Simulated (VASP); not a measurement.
# PbO2 (P4_2/mnm) in VASP: single point with PBE

Aim: the single point of PbO2 with PBE.

All numbers are computed with VASP 6.6.1; they aren't measurements. Logs are shortened: lines on timing, memory, paths and dates and some standing lists are left out, and cuts for length are marked.

### 1 The cell of the first run

The structure is tetragonal, space group P4_2/mnm (No. 136). The conventional cell has a = 4.931 Å, b = 4.931 Å, c = 3.424 Å, α = 90.00°, β = 90.00°, γ = 90.00°. Pb (site symmetry mmm) has 6 O at 2.14 to 2.18 Å within 2.8 Å. Within 2.8 Å of O (site symmetry m2m) lie 3 Pb at 2.14 to 2.18 Å and 1 O at 2.69 Å.

### 2 Single point, PBE

Contents of INCAR:

```
PREC     = Accurate       # precision mode
ENCUT    = 520            # plane-wave cutoff, eV
EDIFF    = 1E-6           # SCF threshold, eV
ISMEAR   = 0              # smearing method
SIGMA    = 0.05           # smearing width, eV
LREAL    = F              # projectors in reciprocal space
LASPH    = T              # aspherical terms in the spheres
NELM     = 100            # most SCF steps
ALGO     = Normal         # electronic algorithm
ISIF     = 2              # what is computed and relaxed
LWAVE    = F              # write WAVECAR
LCHARG   = F              # write CHGCAR
GGA      = PE             # functional
NBANDS   = 35             # bands
```

Contents of KPOINTS:

```
Automatic mesh
0
Gamma
  4 4 6
```

Contents of POSCAR:

```
PbO2
1.0
    4.9311692481      0.0000000000      0.0000000000
    0.0000000000      4.9311692481      0.0000000000
    0.0000000000      0.0000000000      3.4244993807
Pb O
2 4
Direct
    0.0000000000      0.0000000000      0.0000000000
    0.5000000000      0.5000000000      0.5000000000
    0.3070318429      0.3070318429      0.0000000000
    0.8070318429      0.1929681571      0.5000000000
    0.1929681571      0.8070318429      0.5000000000
    0.6929681571      0.6929681571      0.0000000000
```

Potentials or basis: VASP PAW PBE potentials, release 64 (Pb_d, O).

Started as:

```sh
> cat potpaw_PBE.64/Pb_d/POTCAR potpaw_PBE.64/O/POTCAR > POTCAR
> mpirun -np 1 vasp_std > vasp.out
```

OUTCAR:

```text
PREC = Accurate
   ENCUT = 520
   EDIFF = 1E-6
   ISMEAR = 0
   LREAL = F
   LASPH = T
   NELM = 100
   ISIF = 2
   GGA = PE

 ion  position               nearest neighbor table
   1  0.000  0.000  0.000-   3 2.14   6 2.14   5 2.18   4 2.18   4 2.18   5 2.18   2 3.88   2 3.88
                             2 3.88   2 3.88   2 3.88   2 3.88   2 3.88   2 3.88
   2  0.500  0.500  0.500-   4 2.14   5 2.14   3 2.18   6 2.18   3 2.18   6 2.18   1 3.88   1 3.88
                             1 3.88   1 3.88   1 3.88   1 3.88   1 3.88   1 3.88
   3  0.307  0.307  0.000-   1 2.14   2 2.18   2 2.18
   4  0.807  0.193  0.500-   2 2.14   1 2.18   1 2.18
   5  0.193  0.807  0.500-   2 2.14   1 2.18   1 2.18
   6  0.693  0.693  0.000-   1 2.14   2 2.18   2 2.18

  LATTYP: Found a simple tetragonal cell.
 ALAT       =     4.9311692481
 C/A-ratio  =     0.6944599158

  Lattice vectors:

 A1 = (   4.9311692481,   0.0000000000,   0.0000000000)
 A2 = (   0.0000000000,   4.9311692481,   0.0000000000)
 A3 = (   0.0000000000,   0.0000000000,   3.4244993807)

Analysis of symmetry for initial positions (statically):
=====================================================================
 Subroutine PRICEL returns:
 Original cell was already a primitive cell.

 Routine SETGRP: Setting up the symmetry group for a
 simple tetragonal supercell.

 Subroutine GETGRP returns: Found 16 space group operations
 (whereof  8 operations were pure point group operations)
 out of a pool of 16 trial point group operations.

The static configuration has the point symmetry D_2h.
 The point group associated with its full space group is D_4h.

Analysis of symmetry for dynamics (positions and initial velocities):
=====================================================================
 Subroutine PRICEL returns:
 Original cell was already a primitive cell.

 Routine SETGRP: Setting up the symmetry group for a
 simple tetragonal supercell.

 Subroutine GETGRP returns: Found 16 space group operations
 (whereof  8 operations were pure point group operations)
 out of a pool of 16 trial point group operations.

The dynamic configuration has the point symmetry D_2h.
 The point group associated with its full space group is D_4h.

 Subroutine INISYM returns: Found 16 space group operations
 (whereof  8 operations are pure point group operations),
 and found     1 'primitive' translations

----------------------------------------------------------------------------------------

                                     Primitive cell

  volume of cell :      83.2716

  direct lattice vectors                    reciprocal lattice vectors
     4.931169248  0.000000000  0.000000000     0.202791660  0.000000000  0.000000000
     0.000000000  4.931169248  0.000000000     0.000000000  0.202791660  0.000000000
     0.000000000  0.000000000  3.424499381     0.000000000  0.000000000  0.292013485

  length of vectors
     4.931169248  4.931169248  3.424499381     0.202791660  0.202791660  0.292013485

  position of ions in fractional coordinates (direct lattice)
     0.000000000  0.000000000  0.000000000
     0.500000000  0.500000000  0.500000000
     0.307031843  0.307031843  0.000000000
     0.807031843  0.192968157  0.500000000
     0.192968157  0.807031843  0.500000000
     0.692968157  0.692968157  0.000000000

  ion indices of the primitive-cell ions
   primitive index   ion index
                 1           1
                 2           2
                 3           3
                 4           4
                 5           5
                 6           6

----------------------------------------------------------------------------------------

 KPOINTS: Automatic mesh

Automatic generation of k-mesh.
 Grid dimensions read from file:
 generate k-points for:    4    4    6

 Generating k-lattice:

  Cartesian coordinates                     Fractional coordinates (reciprocal lattice)
     0.050697915  0.000000000  0.000000000     0.250000000  0.000000000  0.000000000
     0.000000000  0.050697915  0.000000000     0.000000000  0.250000000  0.000000000
     0.000000000  0.000000000  0.048668914     0.000000000  0.000000000  0.166666667

  Length of vectors
     0.050697915  0.050697915  0.048668914

  Shift w.r.t. Gamma in fractional coordinates (k-lattice)
     0.000000000  0.000000000  0.000000000

 Subroutine IBZKPT returns following result:
 ===========================================

 Found     24 irreducible k-points:

 Following reciprocal coordinates:
            Coordinates               Weight
  0.000000  0.000000  0.000000      1.000000
  0.250000  0.000000  0.000000      4.000000
  0.500000  0.000000  0.000000      2.000000
  0.250000  0.250000  0.000000      4.000000
  0.500000  0.250000  0.000000      4.000000
  0.500000  0.500000  0.000000      1.000000
[... 16 lines left out ...]
  0.500000  0.250000  0.500000      4.000000
  0.500000  0.500000  0.500000      1.000000
   k-points           NKPTS =     24   k-points in BZ     NKDIM =     24   number of bands    NBANDS=     35
   number of dos      NEDOS =    301   number of ions     NIONS =      6
   total plane-waves  NPLWV =  44800
   dimension x,y,z NGX =    40 NGY =   40 NGZ =   28
   dimension x,y,z NGXF=    80 NGYF=   80 NGZF=   56
   ions per type =               2   4
   NGX,Y,Z   is equivalent  to a cutoff of  13.49, 13.49, 13.59 a.u.
   NGXF,Y,Z  is equivalent  to a cutoff of  26.97, 26.97, 27.19 a.u.
 SYSTEM =  unknown system
   PREC   = accura    normal or accurate (medium, high low for compatibility)
   ISTART =      0    job   : 0-new  1-cont  2-samecut
   ICHARG =      2    charge: 1-file 2-atom 10-const
   ISPIN  =      1    spin polarized calculation?
   LNONCOLLINEAR =      F non collinear calculations
   LSORBIT =      F    spin-orbit coupling
   LASPH  =      T    aspherical Exc in radial PAW
   ENCUT  =  520.0 eV  38.22 Ry    6.18 a.u.   9.17  9.17  6.37*2*pi/ulx,y,z
   NELM   =    100;   NELMIN=  2; NELMDL= -5     # of ELM steps
   EDIFF  = 0.1E-05   stopping-criterion for ELM
   LREAL  =      F    real-space projection
   EDIFFG = 0.1E-04   stopping-criterion for IOM
   NSW    =      0    number of steps for IOM
   IBRION =     -1    ionic relax: 0-MD 1-quasi-New 2-CG
   NFREE  =      0    steps in history (QN), initial steepest desc. (CG)
   ISIF   =      2    stress and relaxation
   ISYM   =      2    0-nonsym 1-usesym 2-fastsym
   POTIM  = 0.5000    time-step for ionic-motion
   TEBEG  =    0.0;   TEEND  =   0.0 temperature during run
   PSTRESS=    0.0 pullay stress
   NELECT =      52.0000    total number of electrons
   NUPDOWN=      -1.0000    fix difference up-down
   EMIN   =  10.00;   EMAX   =-10.00  energy-range for DOS
   EFERMI =   0.00;   METHOD = LEGACY
   ISMEAR =     0;   SIGMA  =   0.05  broadening in eV -4-tet -1-fermi 0-gaus
   EFERMI_NEDOS =   21; number of points for ismear=-14 and -15
   IALGO  =     38    algorithm
   IMIX   =      4    mixing-type and parameters
     AMIX     =   0.40;   BMIX     =  1.00
     AMIX_MAG =   1.60;   BMIX_MAG =  1.00
  volume/ion in A,a.u.               =      13.88        93.66
  Fermi-wavevector in a.u.,A,eV,Ry     =   1.399298  2.644290 26.640694  1.958036
  Thomas-Fermi vector in A             =   2.522371
   LORBIT       =      0    0 simple, 1 ext, 2 COOP (PROOUT), +10 PAW based schemes
   GGA     = PE    functional components
   LHFCALC =     F    Hartree Fock is set to
   AEXX    =    0.0000 exact exchange contribution
   IVDW    =     0    specifies the selected vdW correction
   LEPSILON=     F    determine dielectric tensor
   LRPA    =     F    only Hartree local field effects (RPA)
 non-spin polarized calculation
 Gauss-broadening in eV      SIGMA  =   0.05
  energy-cutoff  :      520.00
  volume of cell :       83.27
 maximum number of plane-waves:      2257
 NGX is ok and might be reduce to    40
   NGX = 19   NGY = 19   NGZ = 13

 number of electron      52.0000003 magnetization

 Free energy of the ion-electron system (eV)
  ---------------------------------------------------
  ext. energy  EPLUGINS =         0.00000000
  ---------------------------------------------------
  free energy    TOTEN  =       -31.72415949 eV

  energy without entropy =      -31.72412709  energy(sigma->0) =      -31.72414329

 E-fermi :   4.4130     XC(G=0): -10.7257

 val. band max:        4.3171680577   @ k =   0.0000   0.0000   0.1667
 cond. band min:       4.4990559918   @ k =   0.0000   0.0000   0.0000
 fundamental gap:      0.1818879342
 Fermi energy:         4.4130307431

 k-point     1 :       0.0000    0.0000    0.0000
  band No.  band energies     occupation
      1     -13.9287      2.00000
      2     -13.8065      2.00000
      3     -12.1130      2.00000
      4     -12.1130      2.00000
      5     -11.1275      2.00000
      6     -10.9093      2.00000
[... 27 lines left out ...]
     34      15.7866      0.00000
     35      16.4559      0.00000

 k-point     2 :       0.2500    0.0000    0.0000
  band No.  band energies     occupation
      1     -13.7592      2.00000
      2     -13.6960      2.00000
      3     -12.5885      2.00000
      4     -12.4508      2.00000
      5     -10.8616      2.00000
      6     -10.8611      2.00000
[... 27 lines left out ...]
     34      16.4384      0.00000
     35      16.4746      0.00000

 k-point     3 :       0.5000    0.0000    0.0000
  band No.  band energies     occupation
      1     -13.4883      2.00000
      2     -13.4883      2.00000
      3     -12.9348      2.00000
      4     -12.9348      2.00000
      5     -10.8517      2.00000
      6     -10.8517      2.00000
[... 27 lines left out ...]
     34      16.1733      0.00000
     35      16.7754      0.00000

 k-point     4 :       0.2500    0.2500    0.0000
  band No.  band energies     occupation
      1     -13.8398      2.00000
      2     -13.4896      2.00000
      3     -12.9428      2.00000
      4     -12.1554      2.00000
      5     -10.9310      2.00000
      6     -10.8733      2.00000
[... 27 lines left out ...]
     34      16.1387      0.00000
     35      16.4708      0.00000

 k-point     5 :       0.5000    0.2500    0.0000
  band No.  band energies     occupation
      1     -13.6940      2.00000
      2     -13.6940      2.00000
      3     -12.5529      2.00000
      4     -12.5529      2.00000
      5     -10.8644      2.00000
      6     -10.8644      2.00000
[... 638 lines left out ...]
 k-point    22 :       0.2500    0.2500    0.5000
  band No.  band energies     occupation
      1     -13.6754      2.00000
      2     -13.3310      2.00000
      3     -13.1232      2.00000
      4     -12.4615      2.00000
      5     -10.8948      2.00000
      6     -10.7115      2.00000
[... 27 lines left out ...]
     34      15.6681      0.00000
     35      16.6731      0.00000

 k-point    23 :       0.5000    0.2500    0.5000
  band No.  band energies     occupation
      1     -13.5686      2.00000
      2     -13.5686      2.00000
      3     -12.7510      2.00000
      4     -12.7510      2.00000
      5     -10.7052      2.00000
      6     -10.7052      2.00000
[... 27 lines left out ...]
     34      15.1089      0.00000
     35      17.2268      0.00000

 k-point    24 :       0.5000    0.5000    0.5000
  band No.  band energies     occupation
      1     -13.3508      2.00000
      2     -13.3508      2.00000
      3     -13.1055      2.00000
      4     -13.1055      2.00000
      5     -10.6742      2.00000
      6     -10.6742      2.00000
[... 27 lines left out ...]
     34      14.4320      0.00000
     35      17.8903      0.00000

------------------------ aborting loop because EDIFF is reached ----------------------------------------

  FORCE on cell =-STRESS in cart. coord.  units (eV):
  Direction    XX          YY          ZZ          XY          YZ          ZX
  --------------------------------------------------------------------------------------
  -------------------------------------------------------------------------------------
  Total        4.4877955      4.4877955      4.6924565      0.0000000      0.0000000      0.0000000
  in kB       86.3468968     86.3468968     90.2846516      0.0000000      0.0000000      0.0000000
  external PRESSURE =      87.6594818 kB  Pullay stress =       0.0000000 kB

 VOLUME and BASIS-vectors are now :
 -----------------------------------------------------------------------------
  energy-cutoff  :      520.00
  volume of cell :       83.27
      direct lattice vectors                 reciprocal lattice vectors
     4.931169248  0.000000000  0.000000000     0.202791660  0.000000000  0.000000000
     0.000000000  4.931169248  0.000000000     0.000000000  0.202791660  0.000000000
     0.000000000  0.000000000  3.424499381     0.000000000  0.000000000  0.292013485

 POSITION                                       TOTAL-FORCE (eV/Angst)
 -----------------------------------------------------------------------------------
      0.00000      0.00000      0.00000         0.000000      0.000000      0.000000
      2.46558      2.46558      1.71225         0.000000      0.000000      0.000000
      1.51403      1.51403      0.00000        -0.007778     -0.007778     -0.000000
      3.97961      0.95156      1.71225        -0.007778      0.007778      0.000000
      0.95156      3.97961      1.71225         0.007778     -0.007778      0.000000
      3.41714      3.41714      0.00000         0.007778      0.007778      0.000000
 -----------------------------------------------------------------------------------
    total drift:                               -0.000000      0.000000     -0.000000

  FREE ENERGIE OF THE ION-ELECTRON SYSTEM (eV)
  ---------------------------------------------------
  free  energy   TOTEN  =       -31.7241594858 eV

  energy  without entropy=      -31.7241270878  energy(sigma->0) =      -31.72414329
```

Run time: 80 s. Hardware: 1 thread of Intel Xeon Platinum 8375C at 2.90GHz (Ice Lake), shared host; peak memory 0.22 GiB.

Results:

```yaml
Free_energy: -31.7242 eV
Pressure: 8.8 GPa
Largest_force: 0.011 eV/Å
Band_gap_on_the_k_mesh: 0.18 eV, indirect (least direct gap 0.67 eV)
```

Forces on the atoms (eV/Å):
```
Pb   0.000  0.000  0.000
Pb   0.000  0.000  0.000
O   -0.008 -0.008  0.000
O   -0.008  0.008  0.000
O    0.008 -0.008  0.000
O    0.008  0.008  0.000
```

Caveat: spin-orbit coupling is left out, which moves the levels of the heavy elements. A k mesh can miss the band edges.
